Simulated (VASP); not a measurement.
# Hg (P6/mmm) in VASP: further runs

Runs on Hg. Level: PBE+D3(BJ). Tasks: single point.

Program: VASP 6.6.1. These are calculated values, not measurements. Logs are shortened: lines on timing, memory, paths and dates and some standing lists are left out, and cuts for length are marked.

## (1) The cell of the first run

The structure is hexagonal, space group P6/mmm (No. 191). Conventional cell: a = 5.104 Å, b = 5.104 Å, c = 3.008 Å, α = 90.00°, β = 90.00°, γ = 120.00°. Within 3.9 Å of Hg (site symmetry -6m2) lie 11 Hg at 2.95 to 3.31 Å. Hg (site symmetry 6/mmm) has 14 Hg at 3.01 to 3.31 Å within 4.0 Å.

## (2) Single point, PBE+D3(BJ) (22.62 Å³/atom)

INCAR

```
PREC = Accurate
ENCUT = 520
EDIFF = 1E-6
ISMEAR = 0
SIGMA = 0.1
LREAL = F
LASPH = T
NELM = 80
ALGO = Fast
ISIF = 2
LWAVE = F
LCHARG = F
GGA = PE
IVDW = 12
NBANDS = 25
```

KPOINTS

```
regular mesh
0
Gamma
  9 9 14
```

POSCAR

```
Hg
1.0
    5.1039565311      0.0000000000      0.0000000000
   -2.5519782656      4.4201560157      0.0000000000
    0.0000000000      0.0000000000      3.0079630479
Hg
3
Direct
    0.3333333333      0.6666666667      0.5000000000
    0.0000000000      0.0000000000      0.0000000000
    0.6666666667      0.3333333333      0.5000000000
```

Potentials or basis: VASP PAW PBE potentials, release 64 (Hg).

Launch:

```bash
cat potpaw_PBE.64/Hg/POTCAR > POTCAR
mpirun -np 1 vasp_std > vasp.out
```

OUTCAR:

```text
PREC = Accurate
   ENCUT = 520
   EDIFF = 1E-6
   ISMEAR = 0
   LREAL = F
   LASPH = T
   NELM = 80
   ISIF = 2
   GGA = PE
   IVDW = 12
 IVDW          = 12

 ion  position               nearest neighbor table
   1  0.333  0.667  0.500-   3 2.95   3 2.95   3 2.95   2 3.31   2 3.31   2 3.31   2 3.31   2 3.31
                             2 3.31
   2  0.000  0.000  0.000-   1 3.31   3 3.31   1 3.31   3 3.31   1 3.31   1 3.31   3 3.31   3 3.31
                             3 3.31   3 3.31   1 3.31   1 3.31
   3  0.667  0.333  0.500-   1 2.95   1 2.95   1 2.95   2 3.31   2 3.31   2 3.31   2 3.31   2 3.31
                             2 3.31

  LATTYP: Found a hexagonal cell.
 ALAT       =     5.1039565311
 C/A-ratio  =     0.5893394721

  Lattice vectors:

 A1 = (   5.1039565311,   0.0000000000,   0.0000000000)
 A2 = (  -2.5519782656,   4.4201560157,   0.0000000000)
 A3 = (   0.0000000000,   0.0000000000,   3.0079630479)

Analysis of symmetry for initial positions (statically):
=====================================================================
 Subroutine PRICEL returns:
 Original cell was already a primitive cell.

 Routine SETGRP: Setting up the symmetry group for a
 hexagonal supercell.

 Subroutine GETGRP returns: Found 24 space group operations
 (whereof 24 operations were pure point group operations)
 out of a pool of 24 trial point group operations.

The static configuration has the point symmetry D_6h.

Analysis of symmetry for dynamics (positions and initial velocities):
=====================================================================
 Subroutine PRICEL returns:
 Original cell was already a primitive cell.

 Routine SETGRP: Setting up the symmetry group for a
 hexagonal supercell.

 Subroutine GETGRP returns: Found 24 space group operations
 (whereof 24 operations were pure point group operations)
 out of a pool of 24 trial point group operations.

The dynamic configuration has the point symmetry D_6h.

 Subroutine INISYM returns: Found 24 space group operations
 (whereof 24 operations are pure point group operations),
 and found     1 'primitive' translations

----------------------------------------------------------------------------------------

                                     Primitive cell

  volume of cell :      67.8605

  direct lattice vectors                    reciprocal lattice vectors
     5.103956531  0.000000000  0.000000000     0.195926434  0.113118179  0.000000000
    -2.551978266  4.420156016  0.000000000     0.000000000  0.226236358  0.000000000
     0.000000000  0.000000000  3.007963048     0.000000000  0.000000000  0.332450893

  length of vectors
     5.103956531  5.103956531  3.007963048     0.226236358  0.226236358  0.332450893

  position of ions in fractional coordinates (direct lattice)
     0.333333333  0.666666667  0.500000000
     0.000000000  0.000000000  0.000000000
     0.666666667  0.333333333  0.500000000

  ion indices of the primitive-cell ions
   primitive index   ion index
                 1           1
                 2           2
                 3           3

----------------------------------------------------------------------------------------

 KPOINTS: regular mesh

Automatic generation of k-mesh.
 Grid dimensions read from file:
 generate k-points for:    9    9   14

 Generating k-lattice:

  Cartesian coordinates                     Fractional coordinates (reciprocal lattice)
     0.021769604  0.012568687  0.000000000     0.111111111 -0.000000000  0.000000000
     0.000000000  0.025137373  0.000000000     0.000000000  0.111111111  0.000000000
     0.000000000  0.000000000  0.023746492     0.000000000  0.000000000  0.071428571

  Length of vectors
     0.025137373  0.025137373  0.023746492

  Shift w.r.t. Gamma in fractional coordinates (k-lattice)
     0.000000000  0.000000000  0.000000000

 Subroutine IBZKPT returns following result:
 ===========================================

 Found     96 irreducible k-points:

 Following reciprocal coordinates:
            Coordinates               Weight
  0.000000  0.000000  0.000000      1.000000
  0.111111  0.000000  0.000000      6.000000
  0.222222  0.000000  0.000000      6.000000
  0.333333  0.000000  0.000000      6.000000
  0.444444  0.000000  0.000000      6.000000
  0.111111  0.111111  0.000000      6.000000
[... 16 lines left out ...]
  0.333333  0.222222  0.071429     24.000000
  0.333333  0.333333  0.071429      4.000000
 [... further k-points ...]
   k-points           NKPTS =     96   k-points in BZ     NKDIM =     96   number of bands    NBANDS=     25
   number of dos      NEDOS =    301   number of ions     NIONS =      3
   total plane-waves  NPLWV =  38400
   dimension x,y,z NGX =    40 NGY =   40 NGZ =   24
   dimension x,y,z NGXF=    80 NGYF=   80 NGZF=   48
   ions per type =               3
   NGX,Y,Z   is equivalent  to a cutoff of  13.03, 13.03, 13.26 a.u.
   NGXF,Y,Z  is equivalent  to a cutoff of  26.06, 26.06, 26.53 a.u.
 SYSTEM =  unknown system
   PREC   = accura    normal or accurate (medium, high low for compatibility)
   ISTART =      0    job   : 0-new  1-cont  2-samecut
   ICHARG =      2    charge: 1-file 2-atom 10-const
   ISPIN  =      1    spin polarized calculation?
   LNONCOLLINEAR =      F non collinear calculations
   LSORBIT =      F    spin-orbit coupling
   LASPH  =      T    aspherical Exc in radial PAW
   ENCUT  =  520.0 eV  38.22 Ry    6.18 a.u.   9.49  9.49  5.59*2*pi/ulx,y,z
   NELM   =     80;   NELMIN=  2; NELMDL= -5     # of ELM steps
   EDIFF  = 0.1E-05   stopping-criterion for ELM
   LREAL  =      F    real-space projection
   EDIFFG = 0.1E-04   stopping-criterion for IOM
   NSW    =      0    number of steps for IOM
   IBRION =     -1    ionic relax: 0-MD 1-quasi-New 2-CG
   NFREE  =      0    steps in history (QN), initial steepest desc. (CG)
   ISIF   =      2    stress and relaxation
   ISYM   =      2    0-nonsym 1-usesym 2-fastsym
   POTIM  = 0.5000    time-step for ionic-motion
   TEBEG  =    0.0;   TEEND  =   0.0 temperature during run
   PSTRESS=    0.0 pullay stress
   NELECT =      36.0000    total number of electrons
   NUPDOWN=      -1.0000    fix difference up-down
   EMIN   =  10.00;   EMAX   =-10.00  energy-range for DOS
   EFERMI =   0.00;   METHOD = LEGACY
   ISMEAR =     0;   SIGMA  =   0.10  broadening in eV -4-tet -1-fermi 0-gaus
   EFERMI_NEDOS =   21; number of points for ismear=-14 and -15
   IALGO  =     68    algorithm
   IMIX   =      4    mixing-type and parameters
     AMIX     =   0.40;   BMIX     =  1.00
     AMIX_MAG =   1.60;   BMIX_MAG =  1.00
  volume/ion in A,a.u.               =      22.62       152.65
  Fermi-wavevector in a.u.,A,eV,Ry     =   1.325267  2.504391 23.896348  1.756332
  Thomas-Fermi vector in A             =   2.454740
   LORBIT       =      0    0 simple, 1 ext, 2 COOP (PROOUT), +10 PAW based schemes
   GGA     = PE    functional components
   LHFCALC =     F    Hartree Fock is set to
   AEXX    =    0.0000 exact exchange contribution
   IVDW    =    12    specifies the selected vdW correction
   LEPSILON=     F    determine dielectric tensor
   LRPA    =     F    only Hartree local field effects (RPA)
 non-spin polarized calculation
 RMM-DIIS sequential band-by-band and
 Gauss-broadening in eV      SIGMA  =   0.10
  energy-cutoff  :      520.00
  volume of cell :       67.86
 maximum number of plane-waves:      1848
 NGX is ok and might be reduce to    40
   NGX = 19   NGY = 19   NGZ = 11

 number of electron      36.0000002 magnetization

 Free energy of the ion-electron system (eV)
  ---------------------------------------------------
  ext. energy  EPLUGINS =         0.00000000
  ---------------------------------------------------
  free energy    TOTEN  =        -0.14737619 eV

  energy without entropy =       -0.14434610  energy(sigma->0) =       -0.14586114

 E-fermi :   3.0599     XC(G=0): -11.0907

 val. band max:        3.0399238203   @ k =   0.3333   0.0000   0.5000
 cond. band min:       3.0763151539   @ k =   0.1111   0.1111   0.3571
 fundamental gap:      0.0363913336
 Fermi energy:         3.0598845410

 k-point     1 :       0.0000    0.0000    0.0000
  band No.  band energies     occupation
      1      -6.3249      2.00000
      2      -5.1900      2.00000
      3      -4.5928      2.00000
      4      -4.3489      2.00000
      5      -4.1354      2.00000
      6      -4.1354      2.00000
[... 17 lines left out ...]
     24      17.4154      0.00000
     25      17.9807      0.00000

 k-point     2 :       0.1111    0.0000    0.0000
  band No.  band energies     occupation
      1      -6.2125      2.00000
      2      -5.1680      2.00000
      3      -4.6201      2.00000
      4      -4.4273      2.00000
      5      -4.2767      2.00000
      6      -4.2759      2.00000
[... 17 lines left out ...]
     24      17.3352      0.00000
     25      17.5309      0.00000

 k-point     3 :       0.2222    0.0000    0.0000
  band No.  band energies     occupation
      1      -5.8909      2.00000
      2      -5.1086      2.00000
      3      -4.7390      2.00000
      4      -4.6416      2.00000
      5      -4.4202      2.00000
      6      -4.3485      2.00000
[... 17 lines left out ...]
     24      15.5817      0.00000
     25      16.0576      0.00000

 k-point     4 :       0.3333    0.0000    0.0000
  band No.  band energies     occupation
      1      -5.4300      2.00000
      2      -5.0710      2.00000
      3      -4.9178      2.00000
      4      -4.7251      2.00000
      5      -4.5029      2.00000
      6      -4.4059      2.00000
[... 17 lines left out ...]
     24      13.4613      0.00000
     25      14.3732      0.00000

 k-point     5 :       0.4444    0.0000    0.0000
  band No.  band energies     occupation
      1      -5.1874      2.00000
      2      -5.0161      2.00000
      3      -4.8877      2.00000
      4      -4.7289      2.00000
      5      -4.5368      2.00000
      6      -4.4577      2.00000
[... 17 lines left out ...]
     24      12.6423      0.00000
     25      14.5034      0.00000

 k-point     6 :       0.1111    0.1111    0.0000
  band No.  band energies     occupation
      1      -5.9958      2.00000
      2      -5.1270      2.00000
      3      -4.6723      2.00000
      4      -4.5934      2.00000
      5      -4.4459      2.00000
      6      -4.3099      2.00000
[... 17 lines left out ...]
     24      15.7448      0.00000
     25      17.4070      0.00000
[... 393 lines left out ...]
 k-point    21 :       0.4444    0.1111    0.0714
  band No.  band energies     occupation
      1      -5.1532      2.00000
      2      -4.8769      2.00000
      3      -4.8351      2.00000
      4      -4.6685      2.00000
      5      -4.5806      2.00000
      6      -4.4540      2.00000
[... 17 lines left out ...]
     24      12.8958      0.00000
     25      13.9443      0.00000

 k-point    22 :       0.2222    0.2222    0.0714
  band No.  band energies     occupation
      1      -5.2039      2.00000
      2      -4.9820      2.00000
      3      -4.8133      2.00000
      4      -4.8115      2.00000
      5      -4.6096      2.00000
      6      -4.3582      2.00000
[... 17 lines left out ...]
     24      12.8784      0.00000
     25      15.6155      0.00000

 k-point    23 :       0.3333    0.2222    0.0714
  band No.  band energies     occupation
      1      -5.1773      2.00000
      2      -4.9214      2.00000
      3      -4.8628      2.00000
      4      -4.7100      2.00000
      5      -4.6571      2.00000
      6      -4.4051      2.00000
[... 17 lines left out ...]
     24      13.7355      0.00000
     25      14.2820      0.00000

 k-point    24 :       0.3333    0.3333    0.0714
  band No.  band energies     occupation
      1      -5.2114      2.00000
      2      -4.8941      2.00000
      3      -4.8941      2.00000
      4      -4.6873      2.00000
      5      -4.6873      2.00000
      6      -4.4141      2.00000
[... 17 lines left out ...]
     24      13.9559      0.00000
     25      14.5094      0.00000

 [... further k-points ...]

------------------------ aborting loop because EDIFF is reached ----------------------------------------

 Edisp (eV)   -1.38981

 E8    (eV) :    -0.6292

  FORCE on cell =-STRESS in cart. coord.  units (eV):
  Direction    XX          YY          ZZ          XY          YZ          ZX
  --------------------------------------------------------------------------------------
  -------------------------------------------------------------------------------------
  Total       2.24819     2.24819     2.33069    -0.00000    -0.00000     0.00000
  in kB      53.07943    53.07943    55.02717    -0.00000    -0.00000     0.00000
  external pressure =       53.73 kB  Pullay stress =        0.00 kB

 VOLUME and BASIS-vectors are now :
 -----------------------------------------------------------------------------
  energy-cutoff  :      520.00
  volume of cell :       67.86
      direct lattice vectors                 reciprocal lattice vectors
     5.103956531  0.000000000  0.000000000     0.195926434  0.113118179  0.000000000
    -2.551978266  4.420156016  0.000000000     0.000000000  0.226236358  0.000000000
     0.000000000  0.000000000  3.007963048     0.000000000  0.000000000  0.332450893

 POSITION                                       TOTAL-FORCE (eV/Angst)
 -----------------------------------------------------------------------------------
     -0.00000      2.94677      1.50398         0.000000     -0.000000     -0.000000
      0.00000      0.00000      0.00000         0.000000      0.000000      0.000000
      2.55198      1.47339      1.50398        -0.000000      0.000000      0.000000
 -----------------------------------------------------------------------------------
    total drift:                                0.000000     -0.000000      0.000000

  FREE ENERGIE OF THE ION-ELECTRON SYSTEM (eV)
  ---------------------------------------------------
  free  energy   TOTEN  =        -1.5371836696 eV

  energy  without entropy=       -1.5341535868  energy(sigma->0) =       -1.53566863
```

Wall time 52 s (1 thread of Intel Xeon 6975P-C (Granite Rapids), shared host); peak memory 0.27 GiB.

Results:

* Free energy: -1.5372 eV
* Pressure: 5.4 GPa
* Band gap on the k mesh: zero (bands 18 and 19 overlap by 4.81 eV)
* Dispersion energy per atom: -0.463 eV

Caveat: the cell stands under pressure; spin-orbit coupling is left out, which moves the levels of the heavy elements.

## (3) Single point, PBE+D3(BJ) (23.39 Å³/atom)

This run uses another cell than the first one, of 23.39 Å³/atom.

INCAR

```
SYSTEM = Hg
PREC = Accurate ; ENCUT = 520
EDIFF = 1E-6 ; ISMEAR = 0
SIGMA = 0.1 ; LREAL = .FALSE.
LASPH = .TRUE. ; NELM = 80
ALGO = Fast ; ISIF = 2
LWAVE = .FALSE. ; LCHARG = .FALSE.
GGA = PE ; IVDW = 12
NBANDS = 25
```

KPOINTS

```
Automatic mesh
0
G
  9 9 14
  0 0 0
```

POSCAR

```
Hg
1.0
    5.1613091577      0.0000000000      0.0000000000
   -2.5806545789      4.4698248474      0.0000000000
    0.0000000000      0.0000000000      3.0417632146
Hg
3
Direct
    0.3333333333      0.6666666667      0.5000000000
    0.0000000000      0.0000000000      0.0000000000
    0.6666666667      0.3333333333      0.5000000000
```

Potentials or basis: VASP PAW PBE potentials, release 64 (Hg).

Launch:

```bash
cat potpaw_PBE.64/Hg/POTCAR > POTCAR
mpirun -np 1 vasp_std > vasp.out
```

Run time: 50 s. Hardware: 1 thread of Intel Xeon 6975P-C (Granite Rapids), shared host; peak memory 0.28 GiB.

It converged, with:

* Free energy: -1.6031 eV
* Pressure: 3.6 GPa
* Band gap on the k mesh: zero (bands 18 and 19 overlap by 4.63 eV)
* Dispersion energy per atom: -0.448 eV

Stress tensor (GPa, compression positive):
```
3.56 0.00 0.00
0.00 3.56 0.00
0.00 0.00 3.77
```

Levels at points of the mesh, in eV from the Fermi level:
```csv
k point,band 16,band 17,band 18,band 19,band 20,band 21
"(0.00, 0.00, 0.00)",-5.73,-0.98,-0.54,1.94,1.94,2.00
"(0.00, 0.00, 0.50)",-3.14,-2.85,3.27,3.63,3.73,3.87
```

Caveat: the cell stands under pressure; spin-orbit coupling is left out, which moves the levels of the heavy elements.

(Part 1 of 2 ends here.)
